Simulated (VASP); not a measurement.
# Pt (Im-3m) in VASP: further runs

Runs on Pt. Level: LDA. Tasks: single point, relaxation of cell and atoms.

Everything below comes from runs of VASP 6.6.1. Logs are shortened: lines on timing, memory, paths and dates and some standing lists are left out, and cuts for length are marked.

### 1 The cell of the first run

The structure is cubic, space group Im-3m (No. 229). Conventional cell: a = 3.101 Å, b = 3.101 Å, c = 3.101 Å, α = 90.00°, β = 90.00°, γ = 90.00°. Within 3.5 Å of Pt (site symmetry m-3m) lie 14 Pt at 2.69 to 3.10 Å.

This isn't the form of Pt at room conditions, which is fcc.

### 2 Single point, LDA

INCAR reads:

```
PREC = Accurate
ENCUT = 570
EDIFF = 1E-6
ISMEAR = 0
SIGMA = 0.05
LREAL = False
LASPH = True
NELM = 120
ALGO = Normal
ISIF = 2
LWAVE = False
LCHARG = False
GGA = CA
NBANDS = 15
GGA_COMPAT = False
```

KPOINTS reads:

```
Automatic mesh
0
Gamma
  13 13 13
```

POSCAR reads:

```
Pt
1.0
   -1.5507117563      1.5507117563      1.5507117563
    1.5507117563     -1.5507117563      1.5507117563
    1.5507117563      1.5507117563     -1.5507117563
Pt
1
Direct
    0.0000000000      0.0000000000      0.0000000000
```

Potentials or basis: VASP PAW LDA potentials, release 64 (Pt_sv_GW).

Launch:

```
cat potpaw_LDA.64/Pt_sv_GW/POTCAR > POTCAR
mpirun -np 1 vasp_std > vasp.out
```

OUTCAR:

```text
PREC = Accurate
   ENCUT = 570
   EDIFF = 1E-6
   ISMEAR = 0
   LREAL = False
   LASPH = True
   NELM = 120
   ISIF = 2
   GGA = CA

 ion  position               nearest neighbor table
   1  0.000  0.000  0.000-

  LATTYP: Found a body centered cubic cell.
 ALAT       =     3.1014235126

  Lattice vectors:

 A1 = (  -1.5507117563,   1.5507117563,   1.5507117563)
 A2 = (   1.5507117563,  -1.5507117563,   1.5507117563)
 A3 = (   1.5507117563,   1.5507117563,  -1.5507117563)

Analysis of symmetry for initial positions (statically):
=====================================================================
 Subroutine PRICEL returns:
 Original cell was already a primitive cell.

 Routine SETGRP: Setting up the symmetry group for a
 body centered cubic supercell.

 Subroutine GETGRP returns: Found 48 space group operations
 (whereof 48 operations were pure point group operations)
 out of a pool of 48 trial point group operations.

The static configuration has the point symmetry O_h .

Analysis of symmetry for dynamics (positions and initial velocities):
=====================================================================
 Subroutine PRICEL returns:
 Original cell was already a primitive cell.

 Routine SETGRP: Setting up the symmetry group for a
 body centered cubic supercell.

 Subroutine GETGRP returns: Found 48 space group operations
 (whereof 48 operations were pure point group operations)
 out of a pool of 48 trial point group operations.

The dynamic configuration has the point symmetry O_h .

 Subroutine INISYM returns: Found 48 space group operations
 (whereof 48 operations are pure point group operations),
 and found     1 'primitive' translations

----------------------------------------------------------------------------------------

                                     Primitive cell

  volume of cell :      14.9160

  direct lattice vectors                    reciprocal lattice vectors
    -1.550711756  1.550711756  1.550711756     0.000000000  0.322432585  0.322432585
     1.550711756 -1.550711756  1.550711756     0.322432585  0.000000000  0.322432585
     1.550711756  1.550711756 -1.550711756     0.322432585  0.322432585  0.000000000

  length of vectors
     2.685911550  2.685911550  2.685911550     0.455988534  0.455988534  0.455988534

  position of ions in fractional coordinates (direct lattice)
     0.000000000  0.000000000  0.000000000

  ion indices of the primitive-cell ions
[... 82 lines left out ...]
   POTIM  = 0.5000    time-step for ionic-motion
   TEBEG  =    0.0;   TEEND  =   0.0 temperature during run
   PSTRESS=    0.0 pullay stress
   NELECT =      18.0000    total number of electrons
   NUPDOWN=      -1.0000    fix difference up-down
   EMIN   =  10.00;   EMAX   =-10.00  energy-range for DOS
   EFERMI =   0.00;   METHOD = LEGACY
   ISMEAR =     0;   SIGMA  =   0.05  broadening in eV -4-tet -1-fermi 0-gaus
   EFERMI_NEDOS =   21; number of points for ismear=-14 and -15
   IALGO  =     38    algorithm
   IMIX   =      4    mixing-type and parameters
     AMIX     =   0.40;   BMIX     =  1.00
     AMIX_MAG =   1.60;   BMIX_MAG =  1.00
  volume/ion in A,a.u.               =      14.92       100.66
  Fermi-wavevector in a.u.,A,eV,Ry     =   1.742935  3.293670 41.332096  3.037823
  Thomas-Fermi vector in A             =   2.815105
   LORBIT       =      0    0 simple, 1 ext, 2 COOP (PROOUT), +10 PAW based schemes
   GGA     = CA    functional components
   LHFCALC =     F    Hartree Fock is set to
   AEXX    =    0.0000 exact exchange contribution
   IVDW    =     0    specifies the selected vdW correction
   LEPSILON=     F    determine dielectric tensor
   LRPA    =     F    only Hartree local field effects (RPA)
 non-spin polarized calculation
 Gauss-broadening in eV      SIGMA  =   0.05
  energy-cutoff  :      570.00
  volume of cell :       14.92
 maximum number of plane-waves:       478
 NGX is ok and might be reduce to    24
   NGX = 11   NGY = 11   NGZ = 11

 number of electron      17.9999999 magnetization

 Free energy of the ion-electron system (eV)
  ---------------------------------------------------
  ext. energy  EPLUGINS =         0.00000000
  ---------------------------------------------------
  free energy    TOTEN  =        -7.20299254 eV

  energy without entropy =       -7.20213773  energy(sigma->0) =       -7.20256513

 E-fermi :  10.4942     XC(G=0): -14.4405

 val. band max:       10.4928400733   @ k =  -0.3846  -0.4615   0.2308
 cond. band min:      10.5502098499   @ k =  -0.3846   0.3846   0.1538
 fundamental gap:      0.0573697766
 Fermi energy:        10.4941759943

 k-point     1 :       0.0000    0.0000    0.0000
  band No.  band energies     occupation
      1     -87.5967      2.00000
      2     -41.7667      2.00000
      3     -41.7667      2.00000
      4     -41.7667      2.00000
      5       0.3695      2.00000
      6       6.6215      2.00000
      7       6.6215      2.00000
      8       6.6215      2.00000
      9       9.3716      2.00000
     10       9.3716      2.00000
     11      27.5283      0.00000
     12      27.5283      0.00000
     13      27.5283      0.00000
     14      38.3801      0.00000
[... 401 lines left out ...]
      2     -42.1286      2.00000
      3     -41.8820      2.00000
      4     -41.7914      2.00000
      5       3.5995      2.00000
      6       5.4691      2.00000
      7       6.3402      2.00000
      8       9.1098      2.00000
      9       9.5488      2.00000
     10      10.6768      0.00000
     11      23.0288      0.00000
     12      25.5586      0.00000
     13      27.4124      0.00000
     14      31.4536      0.00000
     15      37.4906      0.00000

 [... further k-points ...]

------------------------ aborting loop because EDIFF is reached ----------------------------------------

  FORCE on cell =-STRESS in cart. coord.  units (eV):
  Direction    XX          YY          ZZ          XY          YZ          ZX
  --------------------------------------------------------------------------------------
  -------------------------------------------------------------------------------------
  Total       -0.0370347     -0.0370347     -0.0370347      0.0000000     -0.0000000      0.0000000
  in kB       -3.9780173     -3.9780173     -3.9780173      0.0000000     -0.0000000      0.0000000
  external PRESSURE =      -3.9780173 kB  Pullay stress =       0.0000000 kB

 VOLUME and BASIS-vectors are now :
 -----------------------------------------------------------------------------
  energy-cutoff  :      570.00
  volume of cell :       14.92
      direct lattice vectors                 reciprocal lattice vectors
    -1.550711756  1.550711756  1.550711756     0.000000000  0.322432585  0.322432585
     1.550711756 -1.550711756  1.550711756     0.322432585  0.000000000  0.322432585
     1.550711756  1.550711756 -1.550711756     0.322432585  0.322432585  0.000000000

 POSITION                                       TOTAL-FORCE (eV/Angst)
 -----------------------------------------------------------------------------------
      0.00000      0.00000      0.00000         0.000000      0.000000     -0.000000
 -----------------------------------------------------------------------------------
    total drift:                                0.000000      0.000000     -0.000000

  FREE ENERGIE OF THE ION-ELECTRON SYSTEM (eV)
  ---------------------------------------------------
  free  energy   TOTEN  =        -7.2029925399 eV

  energy  without entropy=       -7.2021377259  energy(sigma->0) =       -7.20256513
```

stdout:

```text
POSCAR found type information on POSCAR Pt
 POSCAR found :  1 types and       1 ions
 scaLAPACK will be used
 LDA part: xc-table for (Slater(with rela. corr.)+CA(PZ))
 , standard interpolation
 POSCAR, INCAR and KPOINTS ok, starting setup
 FFT: planning ... GRIDC
 FFT: planning ... GRID_SOFT
 FFT: planning ... GRID
 WAVECAR not read
 entering main loop
```

It took 12 s on 1 thread of Intel Xeon Platinum 8375C at 2.90GHz (Ice Lake), shared host; peak memory 0.15 GiB.

What came out:

```yaml
Free_energy: -7.2030 eV
Pressure: -0.4 GPa
Band_gap_on_the_k_mesh: zero (bands 9 and 10 overlap by 2.26 eV)
```

Caveat: spin-orbit coupling is left out, which moves the levels of the heavy elements.

### 3 Relaxation of cell and atoms, LDA

This run uses another cell than the first one, of 15.90 Å³/atom.

INCAR reads:

```
ALGO     = Normal         # electronic algorithm
EDIFF    = 1E-7           # SCF threshold, eV
EDIFFG   = -0.01          # ionic threshold
ENCUT    = 570            # plane-wave cutoff, eV
GGA      = CA             # functional
GGA_COMPAT= F            
IBRION   = 2              # ionic algorithm
ISIF     = 3              # what is computed and relaxed
ISMEAR   = 0              # smearing method
LASPH    = T              # aspherical terms in the spheres
LCHARG   = F              # write CHGCAR
LREAL    = F              # projectors in reciprocal space
LWAVE    = F              # write WAVECAR
NELM     = 120            # most SCF steps
NELMIN   = 4            
NSW      = 100            # ionic steps
PREC     = Accurate       # precision mode
SIGMA    = 0.05           # smearing width, eV
```

KPOINTS reads:

```
k-points
0
Gamma
  13 13 13
```

POSCAR reads:

```
Pt
1.0
   -1.5842200000      1.5842200000      1.5842200000
    1.5842200000     -1.5842200000      1.5842200000
    1.5842200000      1.5842200000     -1.5842200000
Pt
1
Direct
    0.0000000000      0.0000000000      0.0000000000
```

Potentials or basis: VASP PAW LDA potentials, release 64 (Pt_sv_GW).

Launch:

```
cat potpaw_LDA.64/Pt_sv_GW/POTCAR > POTCAR
mpirun -np 1 vasp_std > vasp.out
```

Wall time 23 s (1 thread of Intel Xeon 6975P-C (Granite Rapids), shared host); peak memory 0.16 GiB.

The run converged. Its results:

```yaml
Free_energy: -7.2111 eV
Relaxed_volume: 14.91 Å³/atom
Relaxed_cell: a = 2.686 Å, b = 2.686 Å, c = 2.686 Å, α = 109.47°, β = 109.47°, γ = 109.47°
Space_group_after_relaxing_to_0.1_Å: Im-3m (No. 229)
Pressure_after_relaxing: 0.0 GPa
Band_gap_on_the_k_mesh: zero (bands 9 and 10 overlap by 2.26 eV)
```

Final structure:
```xyz
1
Lattice="-1.5506 1.5506 1.5506 1.5506 -1.5506 1.5506 1.5506 1.5506 -1.5506" Properties=species:S:1:pos:R:3 pbc="T T T"
Pt    0.0000    0.0000    0.0000
```

Levels at points of the mesh, in eV from the Fermi level:
| k point | band 5 | band 6 | band 7 | band 8 | band 9 | band 10 | band 11 | band 12 | band 13 |
| --- | --- | --- | --- | --- | --- | --- | --- | --- | --- |
| (0.00, 0.00, 0.00) | -10.13 | -3.87 | -3.87 | -3.87 | -1.12 | -1.12 | 17.03 | 17.03 | 17.03 |

Caveat: spin-orbit coupling is left out, which moves the levels of the heavy elements.

The gap in the log of VASP goes by the Fermi energy; the results here count the filled bands.